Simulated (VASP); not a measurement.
Input of a VASP 6.6.1 run:

INCAR

```
PREC = Accurate ; ENCUT = 520
EDIFF = 1E-7 ; ISMEAR = 0
SIGMA = 0.1 ; LREAL = F
LASPH = T ; NELM = 150
ALGO = Normal ; ISIF = 2
LWAVE = F ; LCHARG = F
ISPIN = 2 ; MAGMOM = 2.57 2.57 0.12 0.12 0.12 0.12
LORBIT = 11 ; LMAXMIX = 4
GGA = PS ; NBANDS = 38
```

Contents of KPOINTS:

```
regular mesh
0
Gamma
  8 8 12
```

POSCAR

```
MnO2
1.0
    4.3464172485      0.0000000000      0.0000000000
    0.0000000000      4.3464172485      0.0000000000
    0.0000000000      0.0000000000      2.8189963252
Mn O
2 4
Direct
    0.0000000000      0.0000000000      0.0000000000
    0.5000000000      0.5000000000      0.5000000000
    0.3039834670      0.3039834670      0.0000000000
    0.1960165330      0.8039834670      0.5000000000
    0.6960165330      0.6960165330      0.0000000000
    0.8039834670      0.1960165330      0.5000000000
```

Potentials or basis: VASP PAW PBE potentials, release 64 (Mn_pv, O).

Launch:

```bash
$ cat potpaw_PBE.64/Mn_pv/POTCAR potpaw_PBE.64/O/POTCAR > POTCAR
$ mpirun -np 1 vasp_std > vasp.out
```

(1) Estimate the site moments.

(2) Estimate the net moment.

(3) What does it give for the largest force?

(4) What does it give for the pressure?

Answers

(1) Mn +2.63; O +0.11 μB.

(2) 5.92 μB per cell.

(3) 0.027 eV/Å.

(4) 8.9 GPa.

Caveat: the cell stands under pressure; the PAW data sets were made with another functional, which shifts forces and pressure a little; the run started ferromagnetic, and an antiferromagnetic order may lie lower in energy.
